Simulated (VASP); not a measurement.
Runs of VASP 6.6.1 on P. The structure is that of space group Pm-3m (No. 221), or close to it. The cells are those of the table. 

```tsv
cell	k mesh	gap on the mesh (eV)	pressure (GPa)
a = 2.444 Å, 1 atom	15 × 15 × 15	none	0.0
a = 2.492 Å, 1 atom	15 × 15 × 15	none	(a)
a = 2.428 Å, 1 atom	15 × 15 × 15	none	2.5
a = 2.411 Å, 1 atom	22 × 22 × 22	none	5.0
a = 2.395 Å, 1 atom	22 × 22 × 22	none	8.0
a = 2.395 Å, 1 atom	15 × 15 × 15	none	(b)
a = 2.477 Å, 1 atom	15 × 15 × 15	none	-3.9
a = 2.411 Å, 1 atom	15 × 15 × 15	none	5.3
a = 2.461 Å, 1 atom	15 × 15 × 15	none	-2.2
a = 2.444 Å, 1 atom	22 × 22 × 22	none	-0.2
a = 2.428 Å, 1 atom	22 × 22 × 22	none	2.2
```

Alike in all rows: task single point; level PBE; potentials or basis VASP PAW PBE potentials, release 64 (P); no spin polarisation; cutoff (eV) 520; smearing fermi-dirac 0.0612256 eV.

Q: Fill in the values left out.

A: (a) -5.3; (b) 8.4.

A gap of «none» marks levels without a gap at the run's occupations.
